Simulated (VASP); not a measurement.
# Cu2Rh (P6/mmm) in VASP: a series of runs

The runs below take Cu2Rh through single point, relaxation of cell and atoms, with PBE.

Everything below comes from runs of VASP 6.6.1. Logs are shortened: lines on timing, memory, paths and dates and some standing lists are left out, and cuts for length are marked.

### Step 1. The cell of the first run

Symmetry: P6/mmm, No. 191, hexagonal system. Conventional cell: a = 4.200 Å, b = 4.200 Å, c = 2.535 Å, α = 90.00°, β = 90.00°, γ = 120.00°. Cu (site symmetry -6m2) has 5 Cu at 2.42 to 2.53 Å and 6 Rh at 2.74 Å within 3.2 Å. Within 3.3 Å of Rh (site symmetry 6/mmm) lie 2 Rh at 2.53 Å and 12 Cu at 2.74 Å.

### Step 2. Single point, PBE

Input file INCAR:

```
SYSTEM = Cu2Rh
  PREC = Accurate
  ENCUT = 520
  EDIFF = 1E-6
  ISMEAR = 0
  SIGMA = 0.1
  LREAL = .FALSE.
  LASPH = .TRUE.
  NELM = 80
  ALGO = Normal
  ISIF = 2
  LWAVE = .FALSE.
  LCHARG = .TRUE.
  GGA = PE
  LELF = .TRUE.
  LVHAR = .TRUE.
  NBANDS = 26
```

Input file KPOINTS:

```
Automatic mesh
0
G
  6 6 6
  0 0 0
```

Input file POSCAR:

```
Cu2Rh
1.0
    4.1999852074      0.0000000000      0.0000000000
   -2.0999926037      3.6372938851      0.0000000000
    0.0000000000      0.0000000000      2.5349484576
Cu Rh
2 1
Direct
    0.3333333333      0.6666666667      0.5000000000
    0.6666666667      0.3333333333      0.5000000000
    0.0000000000      0.0000000000      0.0000000000
```

Potentials or basis: VASP PAW PBE potentials, release 64 (Cu, Rh_pv).

The run is started by

```
$ cat potpaw_PBE.64/Cu/POTCAR potpaw_PBE.64/Rh_pv/POTCAR > POTCAR
$ mpirun -np 1 vasp_std > vasp.out
```

OUTCAR:

```text
SYSTEM = Cu2Rh
   PREC = Accurate
   ENCUT = 520
   EDIFF = 1E-6
   ISMEAR = 0
   LREAL = .FALSE.
   LASPH = .TRUE.
   NELM = 80
   ISIF = 2
   GGA = PE

 ion  position               nearest neighbor table
   1  0.333  0.667  0.500-   2 2.42   2 2.42   2 2.42   3 2.74   3 2.74   3 2.74   3 2.74   3 2.74
                             3 2.74
   2  0.667  0.333  0.500-   1 2.42   1 2.42   1 2.42   3 2.74   3 2.74   3 2.74   3 2.74   3 2.74
                             3 2.74
   3  0.000  0.000  0.000-   1 2.74   2 2.74   1 2.74   2 2.74   1 2.74   1 2.74   2 2.74   2 2.74
                             2 2.74   2 2.74   1 2.74   1 2.74

  LATTYP: Found a hexagonal cell.
 ALAT       =     4.1999852074
 C/A-ratio  =     0.6035612823

  Lattice vectors:

 A1 = (   4.1999852074,   0.0000000000,   0.0000000000)
 A2 = (  -2.0999926037,   3.6372938851,   0.0000000000)
 A3 = (   0.0000000000,   0.0000000000,   2.5349484576)

Analysis of symmetry for initial positions (statically):
=====================================================================
 Subroutine PRICEL returns:
 Original cell was already a primitive cell.

 Routine SETGRP: Setting up the symmetry group for a
 hexagonal supercell.

 Subroutine GETGRP returns: Found 24 space group operations
 (whereof 24 operations were pure point group operations)
 out of a pool of 24 trial point group operations.

The static configuration has the point symmetry D_6h.

Analysis of symmetry for dynamics (positions and initial velocities):
=====================================================================
 Subroutine PRICEL returns:
 Original cell was already a primitive cell.

 Routine SETGRP: Setting up the symmetry group for a
 hexagonal supercell.

 Subroutine GETGRP returns: Found 24 space group operations
 (whereof 24 operations were pure point group operations)
 out of a pool of 24 trial point group operations.

The dynamic configuration has the point symmetry D_6h.

 Subroutine INISYM returns: Found 24 space group operations
 (whereof 24 operations are pure point group operations),
 and found     1 'primitive' translations

----------------------------------------------------------------------------------------

                                     Primitive cell

  volume of cell :      38.7253

  direct lattice vectors                    reciprocal lattice vectors
     4.199985207  0.000000000  0.000000000     0.238096077  0.137464834  0.000000000
    -2.099992604  3.637293885  0.000000000     0.000000000  0.274929668  0.000000000
     0.000000000  0.000000000  2.534948458     0.000000000  0.000000000  0.394485338

  length of vectors
     4.199985207  4.199985207  2.534948458     0.274929668  0.274929668  0.394485338

  position of ions in fractional coordinates (direct lattice)
     0.333333333  0.666666667  0.500000000
     0.666666667  0.333333333  0.500000000
     0.000000000  0.000000000  0.000000000

  ion indices of the primitive-cell ions
   primitive index   ion index
                 1           1
                 2           2
                 3           3

----------------------------------------------------------------------------------------

 KPOINTS: Automatic mesh

Automatic generation of k-mesh.
 Grid dimensions read from file:
 generate k-points for:    6    6    6

 Generating k-lattice:

  Cartesian coordinates                     Fractional coordinates (reciprocal lattice)
     0.039682679  0.022910806  0.000000000     0.166666667  0.000000000  0.000000000
     0.000000000  0.045821611  0.000000000     0.000000000  0.166666667  0.000000000
     0.000000000  0.000000000  0.065747556     0.000000000  0.000000000  0.166666667

  Length of vectors
     0.045821611  0.045821611  0.065747556

  Shift w.r.t. Gamma in fractional coordinates (k-lattice)
     0.000000000  0.000000000  0.000000000

 Subroutine IBZKPT returns following result:
 ===========================================

 Found     28 irreducible k-points:

 Following reciprocal coordinates:
            Coordinates               Weight
  0.000000  0.000000  0.000000      1.000000
  0.166667  0.000000  0.000000      6.000000
  0.333333 -0.000000  0.000000      6.000000
  0.500000  0.000000  0.000000      3.000000
  0.166667  0.166667  0.000000      6.000000
  0.333333  0.166667  0.000000     12.000000
[... 16 lines left out ...]
  0.166667  0.000000  0.500000      6.000000
  0.333333 -0.000000  0.500000      6.000000
 [... further k-points ...]
   k-points           NKPTS =     28   k-points in BZ     NKDIM =     28   number of bands    NBANDS=     26
   number of dos      NEDOS =    301   number of ions     NIONS =      3
   total plane-waves  NPLWV =  20480
   dimension x,y,z NGX =    32 NGY =   32 NGZ =   20
   dimension x,y,z NGXF=    64 NGYF=   64 NGZF=   40
   ions per type =               2   1
   NGX,Y,Z   is equivalent  to a cutoff of  12.67, 12.67, 13.12 a.u.
   NGXF,Y,Z  is equivalent  to a cutoff of  25.33, 25.33, 26.23 a.u.
 SYSTEM =  Cu2Rh
   PREC   = accura    normal or accurate (medium, high low for compatibility)
   ISTART =      0    job   : 0-new  1-cont  2-samecut
   ICHARG =      2    charge: 1-file 2-atom 10-const
   ISPIN  =      1    spin polarized calculation?
   LNONCOLLINEAR =      F non collinear calculations
   LSORBIT =      F    spin-orbit coupling
   LASPH  =      T    aspherical Exc in radial PAW
   ENCUT  =  520.0 eV  38.22 Ry    6.18 a.u.   7.81  7.81  4.71*2*pi/ulx,y,z
   NELM   =     80;   NELMIN=  2; NELMDL= -5     # of ELM steps
   EDIFF  = 0.1E-05   stopping-criterion for ELM
   LREAL  =      F    real-space projection
   EDIFFG = 0.1E-04   stopping-criterion for IOM
   NSW    =      0    number of steps for IOM
   IBRION =     -1    ionic relax: 0-MD 1-quasi-New 2-CG
   NFREE  =      0    steps in history (QN), initial steepest desc. (CG)
   ISIF   =      2    stress and relaxation
   ISYM   =      2    0-nonsym 1-usesym 2-fastsym
   POTIM  = 0.5000    time-step for ionic-motion
   TEBEG  =    0.0;   TEEND  =   0.0 temperature during run
   PSTRESS=    0.0 pullay stress
   NELECT =      37.0000    total number of electrons
   NUPDOWN=      -1.0000    fix difference up-down
   EMIN   =  10.00;   EMAX   =-10.00  energy-range for DOS
   EFERMI =   0.00;   METHOD = LEGACY
   ISMEAR =     0;   SIGMA  =   0.10  broadening in eV -4-tet -1-fermi 0-gaus
   EFERMI_NEDOS =   21; number of points for ismear=-14 and -15
   IALGO  =     38    algorithm
   IMIX   =      4    mixing-type and parameters
     AMIX     =   0.40;   BMIX     =  1.00
     AMIX_MAG =   1.60;   BMIX_MAG =  1.00
  volume/ion in A,a.u.               =      12.91        87.11
  Fermi-wavevector in a.u.,A,eV,Ry     =   1.612416  3.047024 35.373568  2.599884
  Thomas-Fermi vector in A             =   2.707649
   LORBIT       =      0    0 simple, 1 ext, 2 COOP (PROOUT), +10 PAW based schemes
   GGA     = PE    functional components
   LHFCALC =     F    Hartree Fock is set to
   AEXX    =    0.0000 exact exchange contribution
   IVDW    =     0    specifies the selected vdW correction
   LEPSILON=     F    determine dielectric tensor
   LRPA    =     F    only Hartree local field effects (RPA)
 non-spin polarized calculation
 Gauss-broadening in eV      SIGMA  =   0.10
  energy-cutoff  :      520.00
  volume of cell :       38.73
 maximum number of plane-waves:      1062
 NGX is ok and might be reduce to    32
   NGX = 15   NGY = 15   NGZ =  9

 number of electron      36.9999993 magnetization

 Free energy of the ion-electron system (eV)
  ---------------------------------------------------
  ext. energy  EPLUGINS =         0.00000000
  ---------------------------------------------------
  free energy    TOTEN  =       -14.35183124 eV

  energy without entropy =      -14.33681501  energy(sigma->0) =      -14.34432312

 E-fermi :   8.3762     XC(G=0): -12.9739

 val. band max:        8.3733755454   @ k =   0.3333  -0.0000   0.0000
 cond. band min:       8.3857069772   @ k =   0.5000   0.0000   0.1667
 fundamental gap:      0.0123314318
 Fermi energy:         8.3762202752

 k-point     1 :       0.0000    0.0000    0.0000
  band No.  band energies     occupation
      1     -37.5102      2.00000
      2     -37.5102      2.00000
      3     -37.4792      2.00000
      4       0.0294      2.00000
      5       3.6434      2.00000
      6       4.9673      2.00000
[... 18 lines left out ...]
     25      17.9413      0.00000
     26      23.0638      0.00000

 k-point     2 :       0.1667    0.0000    0.0000
  band No.  band energies     occupation
      1     -37.5109      2.00000
      2     -37.5103      2.00000
      3     -37.4792      2.00000
      4       0.3820      2.00000
      5       3.6719      2.00000
      6       4.3985      2.00000
[... 18 lines left out ...]
     25      19.7839      0.00000
     26      23.6184      0.00000

 k-point     3 :       0.3333   -0.0000    0.0000
  band No.  band energies     occupation
      1     -37.5126      2.00000
      2     -37.5106      2.00000
      3     -37.4792      2.00000
      4       1.3701      2.00000
      5       3.5571      2.00000
      6       3.7456      2.00000
[... 18 lines left out ...]
     25      23.2213      0.00000
     26      25.1444      0.00000

 k-point     4 :       0.5000    0.0000    0.0000
  band No.  band energies     occupation
      1     -37.5134      2.00000
      2     -37.5107      2.00000
      3     -37.4792      2.00000
      4       2.6490      2.00000
      5       2.7648      2.00000
      6       3.4103      2.00000
[... 18 lines left out ...]
     25      23.6732      0.00000
     26      24.0997      0.00000
[... 496 lines left out ...]
      1     -38.1622      2.00000
      2     -37.4349      2.00000
      3     -37.4349      2.00000
      4       3.8540      2.00000
      5       3.8540      2.00000
      6       4.1634      2.00000
[... 18 lines left out ...]
     25      20.2340      0.00000
     26      20.2340      0.00000

 k-point    23 :       0.1667    0.0000    0.5000
  band No.  band energies     occupation
      1     -38.1621      2.00000
      2     -37.4354      2.00000
      3     -37.4351      2.00000
      4       3.4221      2.00000
      5       3.9386      2.00000
      6       4.2668      2.00000
[... 18 lines left out ...]
     25      19.1913      0.00000
     26      19.5328      0.00000

 k-point    24 :       0.3333   -0.0000    0.5000
  band No.  band energies     occupation
      1     -38.1618      2.00000
      2     -37.4365      2.00000
      3     -37.4354      2.00000
      4       3.2389      2.00000
      5       4.1260      2.00000
      6       4.2342      2.00000
[... 18 lines left out ...]
     25      18.6986      0.00000
     26      18.9030      0.00000

 [... further k-points ...]

------------------------ aborting loop because EDIFF is reached ----------------------------------------

  FORCE on cell =-STRESS in cart. coord.  units (eV):
  Direction    XX          YY          ZZ          XY          YZ          ZX
  --------------------------------------------------------------------------------------
  -------------------------------------------------------------------------------------
  Total        0.0964446      0.0964446      0.0494607      0.0000000     -0.0000000      0.0000000
  in kB        3.9901880      3.9901880      2.0463279      0.0000000     -0.0000000      0.0000000
  external PRESSURE =       3.3422347 kB  Pullay stress =       0.0000000 kB

 VOLUME and BASIS-vectors are now :
 -----------------------------------------------------------------------------
  energy-cutoff  :      520.00
  volume of cell :       38.73
      direct lattice vectors                 reciprocal lattice vectors
     4.199985207  0.000000000  0.000000000     0.238096077  0.137464834  0.000000000
    -2.099992604  3.637293885  0.000000000     0.000000000  0.274929668  0.000000000
     0.000000000  0.000000000  2.534948458     0.000000000  0.000000000  0.394485338

 POSITION                                       TOTAL-FORCE (eV/Angst)
 -----------------------------------------------------------------------------------
     -0.00000      2.42486      1.26747         0.000000     -0.000000     -0.000000
      2.09999      1.21243      1.26747        -0.000000      0.000000      0.000000
      0.00000      0.00000      0.00000        -0.000000      0.000000      0.000000
 -----------------------------------------------------------------------------------
    total drift:                               -0.000000      0.000000      0.000000

  FREE ENERGIE OF THE ION-ELECTRON SYSTEM (eV)
  ---------------------------------------------------
  free  energy   TOTEN  =       -14.3518312377 eV

  energy  without entropy=      -14.3368150091  energy(sigma->0) =      -14.34432312
```

It took 14 s on 1 thread of Intel Xeon Platinum 8559C (Emerald Rapids), shared host; peak memory 0.16 GiB.

What came out:

- Free energy: -14.3518 eV
- Pressure: 0.3 GPa

Stress tensor (GPa, compression positive):
```
0.40 0.00 0.00
0.00 0.40 0.00
0.00 0.00 0.20
```

Caveat: the k points lie up to 0.41 Å⁻¹ apart.

### Step 3. Relaxation of cell and atoms, PBE

This run uses another cell than the first one, of 11.85 Å³/atom, 0.918 times its volume.

Input file INCAR:

```
SYSTEM = Cu2Rh
PREC = Accurate ; ENCUT = 600
EDIFF = 1E-6 ; ISMEAR = 0
SIGMA = 0.1 ; LREAL = .False.
LASPH = .True. ; NELM = 80
ALGO = Normal ; ISIF = 3
LWAVE = .False. ; LCHARG = .False.
GGA = PE ; IBRION = 2
NSW = 90 ; EDIFFG = -0.04
```

Input file KPOINTS:

```
regular mesh
0
Gamma
  6 6 6
  0 0 0
```

Input file POSCAR:

```
Cu2Rh
1.0
    3.8784393562      0.0000000000      0.0000000000
   -1.9392196781      3.3588270095      0.0000000000
    0.0000000000      0.0000000000      2.7279553964
Cu Rh
2 1
Direct
    0.3333333333      0.6666666667      0.5000000000
    0.6666666667      0.3333333333      0.5000000000
    0.0000000000      0.0000000000      0.0000000000
```

Potentials or basis: VASP PAW PBE potentials, release 64 (Cu, Rh_pv).

The run is started by

```
$ cat potpaw_PBE.64/Cu/POTCAR potpaw_PBE.64/Rh_pv/POTCAR > POTCAR
$ mpirun -np 1 vasp_std > vasp.out
```

Run time: 56 s. Hardware: 1 thread of Intel Xeon Platinum 8559C (Emerald Rapids), shared host; peak memory 0.18 GiB.

It converged, with:

```yaml
Free_energy: -14.3499 eV
Relaxed_volume: 12.92 Å³/atom
Relaxed_cell: a = 4.202 Å, b = 4.202 Å, c = 2.534 Å, α = 90.00°, β = 90.00°, γ = 120.00°
Space_group_after_relaxing_to_0.05_Å: P6/mmm (No. 191)
Energy_gained_by_relaxing: 182.6 meV/atom
Ionic_steps: 6
Pressure_after_relaxing: 0.2 GPa
```

Step by step:
```tsv
step	energy change (eV)	largest force (eV/Å)	pressure (GPa)	volume (Å³)
1	0.0000	0.0000	21.52	35.54
2	-0.2012	0.0000	-16.00	44.21
3	-0.3945	0.0000	-4.84	40.18
4	-0.5341	0.0000	-1.64	39.17
5	-0.5474	0.0000	-0.07	38.82
6	-0.5477	0.0000	0.25	38.76
```

Final structure:
```
Cu Rh
1.0
     4.20215    0.00000    0.00000
    -2.10107    3.63917    0.00000
     0.00000    0.00000    2.53445
Cu Rh
2 1
Direct
  0.33333 0.66667 0.50000
  0.66667 0.33333 0.50000
  0.00000 0.00000 0.00000
```

Levels at points of the mesh, in eV from the Fermi level:
```csv
k point,band 14,band 15,band 16,band 17,band 18,band 19,band 20,band 21,band 22
"(0.00, 0.00, 0.00)",-2.12,-2.12,-1.81,-1.81,0.19,0.19,5.59,5.69,5.69
"(0.50, 0.00, 0.00)",-1.82,-1.56,-1.34,-0.51,-0.43,-0.03,0.23,0.24,6.13
"(0.00, 0.00, 0.50)",-1.11,-0.84,-0.84,-0.16,-0.16,0.70,3.32,7.74,7.74
"(0.50, 0.00, 0.50)",-1.75,-1.66,-1.06,-0.39,0.62,1.18,1.47,5.14,5.73
```

Caveat: the k points lie up to 0.41 Å⁻¹ apart in the final cell.
